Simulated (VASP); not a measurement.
Wanted: the native input for a VASP 6.6.1 run.

```yaml
Task: single point
Functional: PBEsol
Potentials_or_basis: VASP PAW PBE potentials, release 64 (Al, N)
Cutoff: 520 eV
k_mesh: 10 × 10 × 10
Occupations: gaussian, width 0.05 eV
Spin: no spin polarisation
Dipole_correction: no
Further_INCAR_settings: ALGO = Normal; EDIFF = 1e-06; NBANDS = 11
```

The structure of AlN lies in POSCAR:

```
AlN
1.0
    0.1598982448      2.0307825446      2.0307825446
    2.0307825446      0.1598982448      2.0307825446
    2.0307825446      2.0307825446      0.1598982448
Al N
1 1
Direct
    0.5000000000      0.5000000000      0.5000000000
    0.0000000000      0.0000000000      0.0000000000
```

One way to write it, as run:

INCAR

```
SYSTEM = AlN
PREC = Accurate ; ENCUT = 520
EDIFF = 1E-6 ; ISMEAR = 0
SIGMA = 0.05 ; LREAL = .FALSE.
LASPH = .TRUE. ; NELM = 60
ALGO = Normal ; ISIF = 2
LWAVE = .FALSE. ; LCHARG = .FALSE.
GGA = PS ; NBANDS = 11
```

KPOINTS

```
Automatic mesh
0
G
  10 10 10
  0 0 0
```

Potentials or basis: VASP PAW PBE potentials, release 64 (Al, N).

Launch:

```bash
$ cat potpaw_PBE.64/Al/POTCAR potpaw_PBE.64/N/POTCAR > POTCAR
$ mpirun -np 1 vasp_std > vasp.out
```

It gave:

```json
{"Pressure": "38.6 GPa", "Band gap on the k mesh": "3.16 eV, indirect (least direct gap 5.23 eV)"}
```

Caveat: the PAW data sets were made with another functional, which shifts forces and pressure a little.

Wall time 12 s on 1 thread of Intel(R) Xeon(R) Platinum 8488C (Sapphire Rapids), with other jobs on the host, peak memory 0.14 GiB.
